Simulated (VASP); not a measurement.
Write the native input for VASP 6.6.1 that does the following.

```
Task                   : single point
Functional             : PBE
Potentials or basis    : VASP PAW PBE potentials, release 64 (Gd, O)
Cutoff                 : 520 eV
k mesh                 : 12 × 12 × 12
Occupations            : fermi-dirac, width 0.08 eV
Spin                   : collinear spin, ferromagnetic start
Starting moments       : [7.0, 0.0] μB
Dipole correction      : no
Further INCAR settings : ALGO = Normal; EDIFF = 1e-07; NBANDS = 23
```

The structure of GdO lies in POSCAR:

```
GdO
1.0
    0.0000000000      2.7178813158      2.7178813158
    2.7178813158      0.0000000000      2.7178813158
    2.7178813158      2.7178813158      0.0000000000
Gd O
1 1
Direct
    0.0000000000      0.0000000000      0.0000000000
    0.7500000000      0.7500000000      0.7500000000
```

The input as run:

INCAR

```
SYSTEM = GdO
PREC     = Accurate       ! precision mode
ENCUT    = 520            ! plane-wave cutoff, eV
EDIFF    = 1E-7           ! SCF threshold, eV
ISMEAR   = -1             ! smearing method
SIGMA    = 0.08           ! smearing width, eV
LREAL    = .FALSE.        ! projectors in reciprocal space
LASPH    = .TRUE.         ! aspherical terms in the spheres
NELM     = 150            ! most SCF steps
ALGO     = Normal         ! electronic algorithm
ISIF     = 2              ! what is computed and relaxed
LWAVE    = .FALSE.        ! write WAVECAR
LCHARG   = .FALSE.        ! write CHGCAR
ISPIN    = 2              ! spin polarisation
MAGMOM   = 7 0            ! initial moments
LORBIT   = 11             ! projections on sites
LMAXMIX  = 6              ! l up to which the mixer works
GGA      = PE             ! functional
NBANDS   = 23             ! bands
```

KPOINTS

```
regular mesh
0
G
  12 12 12
  0 0 0
```

Potentials or basis: VASP PAW PBE potentials, release 64 (Gd, O).

Command:

```sh
$ cat potpaw_PBE.64/Gd/POTCAR potpaw_PBE.64/O/POTCAR > POTCAR
$ mpirun -np 1 vasp_std > vasp.out
```

Results of the run:

```
Pressure                                              : -2.2 GPa
Net moment                                            : 7.54 μB per cell
Site moments                                          : Gd +6.85; O -0.02 μB
Valence electrons inside the program's atomic spheres : Gd 15.21; O 4.99
```

Caveat: a cell with one magnetic atom can't hold antiferromagnetic order, which such compounds often take.

It took 2 min on 1 thread of Intel(R) Xeon(R) 6975P-C (Granite Rapids), on a shared host, peak memory 0.27 GiB.
